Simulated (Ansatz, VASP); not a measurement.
# Two plane-wave programs on Be

File INCAR:

```
ALGO = Normal ; EDIFF = 1E-6
ENCUT = 520 ; GGA = PE
ISIF = 2 ; ISMEAR = -1
LASPH = True ; LCHARG = False
LREAL = False ; LWAVE = False
NBANDS = 10 ; NELM = 60
PREC = Accurate ; SIGMA = 0.1
```

Contents of KPOINTS:

```
k-points
0
Gamma
  11 11 16
```

POSCAR

```
Be
1.0
    3.6630751396      0.0000000000      0.0000000000
   -1.8315375698      3.1723161269      0.0000000000
    0.0000000000      0.0000000000      2.2500432573
Be
3
Direct
    1.0000000000      1.0000000000      1.0000000000
    0.3333333333      0.6666666667      0.5000000000
    0.6666666667      0.3333333333      0.5000000000
```

Input for Ansatz:

```yaml
crystal:
  lattice:
    - [3.6630751396, 0.0, 0.0]
    - [-1.8315375698, 3.1723161269, 0.0]
    - [0.0, 0.0, 2.2500432573]
  atoms:
    - { symbol: Be, position: [1.0, 1.0, 1.0] }
    - { symbol: Be, position: [0.3333333333, 0.6666666667, 0.5] }
    - { symbol: Be, position: [0.6666666667, 0.3333333333, 0.5] }
hamiltonian:
  xc: pbe
  pseudopotentials:
    kind: paw
    azcp:
      Be: "pseudopotentials/Be.paw.azcp"
basis:
  ecutwfc: 420
  fft_grid_basis: typed
kpoints:
  mp_grid: { grid: [11, 11, 16], shift: [0, 0, 0] }
magnetization:
  spin_polarized: false
scf:
  occupations: { method: fermi_dirac, width: 0.1 }
  lower_state_search: "off"
output:
  stress: true
```

Alike in both runs: task single point; functional PBE; k mesh 11 × 11 × 16; occupations fermi-dirac, width 0.1 eV; no spin polarisation.

|  | VASP | Ansatz |
| --- | --- | --- |
| version | VASP 6.6.1 | Ansatz 0.2.0 |
| potentials or method | VASP PAW PBE potentials, release 64 (Be), cutoff 520 eV | plane waves (420 eV) with PAW, scalar-relativistic |
| valence electrons in the cell | 6 | 6 |

VASP gave:

| Quantity | Value |
| --- | --- |
| pressure (GPa) | -7.7 |
| traceless stress, the component that is largest in VASP (GPa) | 1.98 |

**Question.** Which values does Ansatz return?

**Answer.** Pressure (GPa): -7.8; traceless stress, the component that is largest in VASP (GPa): 2.01.
